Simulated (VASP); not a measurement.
# BaTiO3 (P4/mmm) in VASP: notebook

The runs below take BaTiO3 through single point, with PBE.

Program: VASP 6.6.1. These are calculated values, not measurements. Logs are shortened: lines on timing, memory, paths and dates and some standing lists are left out, and cuts for length are marked.

## (1) The cell of the first run

Symmetry: P4/mmm, No. 123, tetragonal system. The conventional cell has a = 4.019 Å, b = 4.019 Å, c = 3.838 Å, α = 90.00°, β = 90.00°, γ = 90.00°. Within 3.7 Å of Ba (site symmetry 4/mmm) lie 12 O at 2.78 to 2.84 Å and 8 Ti at 3.43 Å. Within 2.5 Å of Ti (site symmetry 4/mmm) lie 6 O at 1.92 to 2.01 Å. Within 2.7 Å of O (site symmetry mmm) lie 2 Ti at 2.01 Å. O (site symmetry 4/mmm) has 2 Ti at 1.92 Å within 2.5 Å.

## (2) Single point, PBE (strain -0.0450 x Voigt [0, 0, 1, 0, 0, 0])

INCAR reads:

```
SYSTEM = BaTiO3
PREC = Accurate ; ENCUT = 520
EDIFF = 1E-6 ; ISMEAR = 0
SIGMA = 0.05 ; LREAL = .FALSE.
LASPH = .TRUE. ; NELM = 100
ALGO = Normal ; ISIF = 2
LWAVE = .FALSE. ; LCHARG = .FALSE.
GGA = PE ; NBANDS = 28
```

KPOINTS reads:

```
Automatic mesh
0
G
  8 8 8
  0 0 0
```

POSCAR reads:

```
BaTiO3
1.0
    4.0192501416      0.0000000000      0.0000000000
    0.0000000000      4.0192501416      0.0000000000
    0.0000000000      0.0000000000      3.8383838852
Ba Ti O
1 1 3
Direct
    0.5000000000      0.5000000000      0.5000000000
    0.0000000000      0.0000000000      0.0000000000
    0.5000000000      0.0000000000      0.0000000000
    0.0000000000      0.5000000000      0.0000000000
    0.0000000000      0.0000000000      0.5000000000
```

Potentials or basis: VASP PAW PBE potentials, release 64 (Ba_sv, Ti_sv, O).

Run with:

```bash
cat potpaw_PBE.64/Ba_sv/POTCAR potpaw_PBE.64/Ti_sv/POTCAR potpaw_PBE.64/O/POTCAR > POTCAR
mpirun -np 1 vasp_std > vasp.out
```

OUTCAR:

```text
SYSTEM = BaTiO3
   PREC = Accurate
   ENCUT = 520
   EDIFF = 1E-6
   ISMEAR = 0
   LREAL = .FALSE.
   LASPH = .TRUE.
   NELM = 100
   ISIF = 2
   GGA = PE

 ion  position               nearest neighbor table
   1  0.500  0.500  0.500-   3 2.78   4 2.78   3 2.78   4 2.78   3 2.78   3 2.78   4 2.78   4 2.78
                             5 2.84   5 2.84   5 2.84   5 2.84   2 3.43   2 3.43   2 3.43   2 3.43
   2  0.000  0.000  0.000-   5 1.92   5 1.92   3 2.01   4 2.01   4 2.01   3 2.01   1 3.43   1 3.43
                             1 3.43   1 3.43   1 3.43   1 3.43   1 3.43   1 3.43
   3  0.500  0.000  0.000-   2 2.01   2 2.01   1 2.78   1 2.78   1 2.78   1 2.78
   4  0.000  0.500  0.000-   2 2.01   2 2.01   1 2.78   1 2.78   1 2.78   1 2.78
   5  0.000  0.000  0.500-   2 1.92   2 1.92   1 2.84   1 2.84   1 2.84   1 2.84

  LATTYP: Found a simple tetragonal cell.
 ALAT       =     4.0192501416
 C/A-ratio  =     0.9550000000

  Lattice vectors:

 A1 = (   4.0192501416,   0.0000000000,   0.0000000000)
 A2 = (   0.0000000000,   4.0192501416,   0.0000000000)
 A3 = (   0.0000000000,   0.0000000000,   3.8383838852)

Analysis of symmetry for initial positions (statically):
=====================================================================
 Subroutine PRICEL returns:
 Original cell was already a primitive cell.

 Routine SETGRP: Setting up the symmetry group for a
 simple tetragonal supercell.

 Subroutine GETGRP returns: Found 16 space group operations
 (whereof 16 operations were pure point group operations)
 out of a pool of 16 trial point group operations.

The static configuration has the point symmetry D_4h.

Analysis of symmetry for dynamics (positions and initial velocities):
=====================================================================
 Subroutine PRICEL returns:
 Original cell was already a primitive cell.

 Routine SETGRP: Setting up the symmetry group for a
 simple tetragonal supercell.

 Subroutine GETGRP returns: Found 16 space group operations
 (whereof 16 operations were pure point group operations)
 out of a pool of 16 trial point group operations.

The dynamic configuration has the point symmetry D_4h.

 Subroutine INISYM returns: Found 16 space group operations
 (whereof 16 operations are pure point group operations),
 and found     1 'primitive' translations

----------------------------------------------------------------------------------------

                                     Primitive cell

  volume of cell :      62.0067
[... 92 lines left out ...]
   LASPH  =      T    aspherical Exc in radial PAW
   ENCUT  =  520.0 eV  38.22 Ry    6.18 a.u.   7.47  7.47  7.14*2*pi/ulx,y,z
   NELM   =    100;   NELMIN=  2; NELMDL= -5     # of ELM steps
   EDIFF  = 0.1E-05   stopping-criterion for ELM
   LREAL  =      F    real-space projection
   EDIFFG = 0.1E-04   stopping-criterion for IOM
   NSW    =      0    number of steps for IOM
   IBRION =     -1    ionic relax: 0-MD 1-quasi-New 2-CG
   NFREE  =      0    steps in history (QN), initial steepest desc. (CG)
   ISIF   =      2    stress and relaxation
   ISYM   =      2    0-nonsym 1-usesym 2-fastsym
   POTIM  = 0.5000    time-step for ionic-motion
   TEBEG  =    0.0;   TEEND  =   0.0 temperature during run
   PSTRESS=    0.0 pullay stress
   NELECT =      40.0000    total number of electrons
   NUPDOWN=      -1.0000    fix difference up-down
   EMIN   =  10.00;   EMAX   =-10.00  energy-range for DOS
   EFERMI =   0.00;   METHOD = LEGACY
   ISMEAR =     0;   SIGMA  =   0.05  broadening in eV -4-tet -1-fermi 0-gaus
   EFERMI_NEDOS =   21; number of points for ismear=-14 and -15
   IALGO  =     38    algorithm
   IMIX   =      4    mixing-type and parameters
     AMIX     =   0.40;   BMIX     =  1.00
     AMIX_MAG =   1.60;   BMIX_MAG =  1.00
  volume/ion in A,a.u.               =      12.40        83.69
  Fermi-wavevector in a.u.,A,eV,Ry     =   1.414540  2.673094 27.224229  2.000924
  Thomas-Fermi vector in A             =   2.536072
   LORBIT       =      0    0 simple, 1 ext, 2 COOP (PROOUT), +10 PAW based schemes
   GGA     = PE    functional components
   LHFCALC =     F    Hartree Fock is set to
   AEXX    =    0.0000 exact exchange contribution
   IVDW    =     0    specifies the selected vdW correction
   LEPSILON=     F    determine dielectric tensor
   LRPA    =     F    only Hartree local field effects (RPA)
 non-spin polarized calculation
 Gauss-broadening in eV      SIGMA  =   0.05
  energy-cutoff  :      520.00
  volume of cell :       62.01
 maximum number of plane-waves:      1691
 NGX is ok and might be reduce to    30
   NGX = 15   NGY = 15   NGZ = 15

 number of electron      39.9999989 magnetization

 Free energy of the ion-electron system (eV)
  ---------------------------------------------------
  ext. energy  EPLUGINS =         0.00000000
  ---------------------------------------------------
  free energy    TOTEN  =       -39.80647664 eV

  energy without entropy =      -39.80647664  energy(sigma->0) =      -39.80647664

 E-fermi :   4.4080     XC(G=0): -11.4368

 val. band max:        4.1465912395   @ k =   0.5000   0.5000   0.5000
 cond. band min:       5.8506733871   @ k =   0.0000   0.0000   0.0000
 fundamental gap:      1.7040821476
 Fermi energy:         4.4079863748

 k-point     1 :       0.0000    0.0000    0.0000
  band No.  band energies     occupation
      1     -52.3914      2.00000
      2     -28.6477      2.00000
      3     -28.6133      2.00000
      4     -28.6133      2.00000
      5     -20.6465      2.00000
      6     -12.9503      2.00000
[... 733 lines left out ...]
     27      12.2067      0.00000
     28      13.1758      0.00000

 [... further k-points ...]
[... 5 lines left out ...]
  --------------------------------------------------------------------------------------
  -------------------------------------------------------------------------------------
  Total        2.7785179      2.7785179      7.1271969      0.0000000      0.0000000      0.0000000
  in kB       71.7935280     71.7935280    184.1581143      0.0000000      0.0000000      0.0000000
  external PRESSURE =     109.2483901 kB  Pullay stress =       0.0000000 kB

 VOLUME and BASIS-vectors are now :
 -----------------------------------------------------------------------------
  energy-cutoff  :      520.00
  volume of cell :       62.01
      direct lattice vectors                 reciprocal lattice vectors
     4.019250142  0.000000000  0.000000000     0.248802629  0.000000000  0.000000000
     0.000000000  4.019250142  0.000000000     0.000000000  0.248802629  0.000000000
     0.000000000  0.000000000  3.838383885     0.000000000  0.000000000  0.260526313

 POSITION                                       TOTAL-FORCE (eV/Angst)
 -----------------------------------------------------------------------------------
      2.00963      2.00963      1.91919         0.000000      0.000000      0.000000
      0.00000      0.00000      0.00000         0.000000      0.000000      0.000000
      2.00963      0.00000      0.00000         0.000000      0.000000      0.000000
      0.00000      2.00963      0.00000         0.000000      0.000000      0.000000
      0.00000      0.00000      1.91919         0.000000      0.000000      0.000000
 -----------------------------------------------------------------------------------
    total drift:                                0.000000     -0.000000      0.000000

  FREE ENERGIE OF THE ION-ELECTRON SYSTEM (eV)
  ---------------------------------------------------
  free  energy   TOTEN  =       -39.8064766431 eV

  energy  without entropy=      -39.8064766431  energy(sigma->0) =      -39.80647664
```

Run time: 62 s. Hardware: 1 thread of Intel Xeon 6975P-C (Granite Rapids), shared host; peak memory 0.26 GiB.

What came out:

| Quantity | Value |
| --- | --- |
| Free energy | -39.8065 eV |
| Pressure | 10.9 GPa |
| Band gap on the k mesh | 1.70 eV, indirect (least direct gap 1.82 eV) |

Levels at points of the mesh, in eV from the valence-band top:
```
           k point  band 17  band 18  band 19  band 20  band 21  band 22  band 23  band 24
(0.00, 0.00, 0.00)    -1.08    -0.18    -0.18    -0.12     1.70     1.80     1.80     3.92
(0.50, 0.00, 0.00)    -1.74    -1.74    -0.76    -0.72     1.95     3.47     3.49     4.16
(0.50, 0.50, 0.00)    -1.73    -1.18    -1.18    -0.25     3.49     3.49     3.88     5.32
(0.00, 0.00, 0.50)    -2.08    -1.95    -0.80    -0.80     1.92     3.90     3.90     3.93
(0.50, 0.00, 0.50)    -1.75    -0.78    -0.77    -0.13     3.48     3.90     4.17     4.83
(0.50, 0.50, 0.50)    -2.14    -0.12     0.00     0.00     4.18     4.43     4.43     6.66
```

Caveat: the cell differs from its parent crystal (strain -0.0450 x Voigt [0, 0, 1, 0, 0, 0]); spin-orbit coupling is left out, which moves the levels of the heavy elements. A k mesh can miss the band edges.

## (3) Single point, PBE (strain -0.0300 x Voigt [0, 0, 1, 0, 0, 0])

INCAR reads:

```
ALGO     = Normal         # electronic algorithm
EDIFF    = 1E-6           # SCF threshold, eV
ENCUT    = 520            # plane-wave cutoff, eV
GGA      = PE             # functional
ISIF     = 2              # what is computed and relaxed
ISMEAR   = 0              # smearing method
LASPH    = True           # aspherical terms in the spheres
LCHARG   = False          # write CHGCAR
LREAL    = False          # projectors in reciprocal space
LWAVE    = False          # write WAVECAR
NBANDS   = 28             # bands
NELM     = 60             # most SCF steps
PREC     = Accurate       # precision mode
SIGMA    = 0.05           # smearing width, eV
```

KPOINTS reads:

```
k-points
0
Gamma
  8 8 8
```

Changes to POSCAR since step 2:

```diff
@@ -4,3 +4,3 @@
     0.0000000000      4.0192501416      0.0000000000
-    0.0000000000      0.0000000000      3.8383838852
+    0.0000000000      0.0000000000      3.8986726374
 Ba Ti O
```

Potentials or basis: VASP PAW PBE potentials, release 64 (Ba_sv, Ti_sv, O).

Run with:

```bash
cat potpaw_PBE.64/Ba_sv/POTCAR potpaw_PBE.64/Ti_sv/POTCAR potpaw_PBE.64/O/POTCAR > POTCAR
mpirun -np 1 vasp_std > vasp.out
```

It took 64 s on 1 thread of Intel Xeon 6975P-C (Granite Rapids), shared host; peak memory 0.26 GiB.

The run converged. Its results:

```yaml
Free_energy: -39.8995 eV
Pressure: 7.5 GPa
Band_gap_on_the_k_mesh: 1.71 eV, indirect (least direct gap 1.84 eV)
```

Stress tensor (GPa, compression positive):
```
 5.21  0.00  0.00
 0.00  5.21  0.00
 0.00  0.00 11.99
```

Levels at points of the mesh, in eV from the valence-band top:
| k point | band 16 | band 17 | band 18 | band 19 | band 20 | band 21 | band 22 | band 23 | band 24 | band 25 |
| --- | --- | --- | --- | --- | --- | --- | --- | --- | --- | --- |
| (0.00, 0.00, 0.00) | -1.18 | -1.07 | -0.17 | -0.17 | -0.13 | 1.71 | 1.77 | 1.77 | 3.89 | 4.10 |
| (0.50, 0.00, 0.00) | -1.97 | -1.76 | -1.76 | -0.74 | -0.71 | 1.93 | 3.46 | 3.47 | 4.05 | 6.03 |
| (0.50, 0.50, 0.00) | -2.64 | -1.73 | -1.07 | -1.07 | -0.19 | 3.48 | 3.48 | 3.87 | 5.09 | 7.60 |
| (0.00, 0.00, 0.50) | -2.11 | -2.01 | -1.94 | -0.76 | -0.76 | 1.91 | 3.73 | 3.73 | 3.90 | 6.17 |
| (0.50, 0.00, 0.50) | -2.77 | -1.74 | -0.81 | -0.80 | -0.10 | 3.47 | 3.74 | 4.05 | 4.77 | 7.85 |
| (0.50, 0.50, 0.50) | -2.55 | -2.23 | -0.07 | 0.00 | 0.00 | 4.15 | 4.31 | 4.31 | 6.67 | 6.82 |

Caveat: the cell differs from its parent crystal (strain -0.0300 x Voigt [0, 0, 1, 0, 0, 0]); spin-orbit coupling is left out, which moves the levels of the heavy elements. A k mesh can miss the band edges.

## (4) Single point, PBE (strain -0.0150 x Voigt [0, 0, 1, 0, 0, 0])

INCAR reads:

```
  PREC = Accurate
  ENCUT = 520
  EDIFF = 1E-6
  ISMEAR = 0
  SIGMA = 0.05
  LREAL = False
  LASPH = True
  NELM = 100
  ALGO = Normal
  ISIF = 2
  LWAVE = False
  LCHARG = False
  GGA = PE
  NBANDS = 28
```

KPOINTS reads:

```
regular mesh
0
Gamma
  8 8 8
```

Changes to POSCAR since step 3:

```diff
@@ -4,3 +4,3 @@
     0.0000000000      4.0192501416      0.0000000000
-    0.0000000000      0.0000000000      3.8986726374
+    0.0000000000      0.0000000000      3.9589613895
 Ba Ti O
```

Run with:

```bash
cat potpaw_PBE.64/Ba_sv/POTCAR potpaw_PBE.64/Ti_sv/POTCAR potpaw_PBE.64/O/POTCAR > POTCAR
mpirun -np 1 vasp_std > vasp.out
```

It took 55 s on 1 thread of Intel Xeon 6975P-C (Granite Rapids), shared host; peak memory 0.26 GiB.

Results (log left out):

- Free energy: -39.9562 eV
- Pressure: 4.4 GPa
- Band gap on the k mesh: 1.72 eV, indirect (least direct gap 1.86 eV)

Stress tensor (GPa, compression positive):
```
3.40 0.00 0.00
0.00 3.40 0.00
0.00 0.00 6.47
```

Levels at points of the mesh, in eV from the valence-band top:
```csv
k point,band 18,band 19,band 20,band 21,band 22,band 23
"(0.00, 0.00, 0.00)",-0.16,-0.16,-0.14,1.72,1.75,1.75
"(0.50, 0.00, 0.00)",-1.79,-0.73,-0.71,1.90,3.44,3.45
"(0.50, 0.50, 0.00)",-0.97,-0.97,-0.13,3.45,3.45,3.85
"(0.00, 0.00, 0.50)",-1.94,-0.74,-0.74,1.89,3.57,3.57
"(0.50, 0.00, 0.50)",-0.84,-0.84,-0.09,3.45,3.58,3.94
"(0.50, 0.50, 0.50)",-0.03,0.00,0.00,4.11,4.19,4.19
```

Caveat: the cell differs from its parent crystal (strain -0.0150 x Voigt [0, 0, 1, 0, 0, 0]); spin-orbit coupling is left out, which moves the levels of the heavy elements. A k mesh can miss the band edges.

## (5) Overview

```csv
cell,gap on the mesh (eV),pressure (GPa)
"a = 4.019, b = 4.019, c = 3.838 Å, 5 atoms",1.70,10.9
"a = 4.019, b = 4.019, c = 3.899 Å, 5 atoms",1.71,7.5
"a = 4.019, b = 4.019, c = 3.959 Å, 5 atoms",1.72,4.4
```

Alike in all rows: task single point; level PBE; potentials or basis VASP PAW PBE potentials, release 64 (Ba_sv, Ti_sv, O); no spin polarisation; k mesh 8 × 8 × 8; cutoff (eV) 520; smearing gaussian 0.05 eV.

Caveats: spin-orbit coupling is left out, which moves the levels of the heavy elements.

Absolute energies hang on the potentials; compare differences alone.
